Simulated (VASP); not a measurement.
Input of a VASP 6.6.1 run:

POSCAR

```
InAs
1.0
    0.1258820500      2.8773040000      2.8773040000
    3.0031860500      0.0000000000      3.0031860500
    2.8773040000      2.8773040000      0.1258820500
In As
1 1
Direct
    0.5000000000      0.5000000000      0.5000000000
    0.0000000000      0.0000000000      0.0000000000
```

File INCAR.step1:

```
SYSTEM = InAs
PREC = Accurate
ENCUT = 520
ISMEAR = 0
SIGMA = 0.15
LREAL = .False.
LASPH = .True.
NELM = 60
NBANDS = 16
GGA = PE
ALGO = Normal
EDIFF = 1E-4
LWAVE = .True.
LCHARG = .False.
```

The input INCAR.step2:

```
SYSTEM = InAs
PREC = Accurate
ENCUT = 520
EDIFF = 1E-7
ISMEAR = 0
SIGMA = 0.15
LREAL = .False.
LASPH = .True.
NELM = 60
ALGO = Normal
ISIF = 2
LWAVE = .False.
LCHARG = .False.
METAGGA = R2SCAN
LMIXTAU = .True.
NBANDS = 16
ISTART = 1
```

KPOINTS

```
Automatic mesh
0
Gamma
  14 14 14
  0 0 0
```

Potentials or basis: VASP PAW PBE potentials, release 64 (In_d, As).

The run is started by

```console
$ cat potpaw_PBE.64/In_d/POTCAR potpaw_PBE.64/As/POTCAR > POTCAR
$ cp INCAR.step1 INCAR
$ mpirun -np 1 vasp_std > vasp.out
$ cp INCAR.step2 INCAR
$ mpirun -np 1 vasp_std > vasp.out
```

**Question.** Estimate the pressure.

**Answer.** -2.2 GPa.

**Question.** What does it give for the band gap on the k mesh?

**Answer.** Zero (bands 9 and 10 overlap by 2.98 eV).

Stress tensor (GPa, compression positive):
```
-2.02  0.00 -1.79
 0.00 -2.50  0.00
-1.79  0.00 -2.02
```

Caveat: the cell differs from its parent crystal (strain +0.0875 x Voigt [0, 0, 0, 0, 1, 0]); the PAW data sets were made with another functional, which shifts forces and pressure a little; spin-orbit coupling is left out, which moves the levels of the heavy elements.
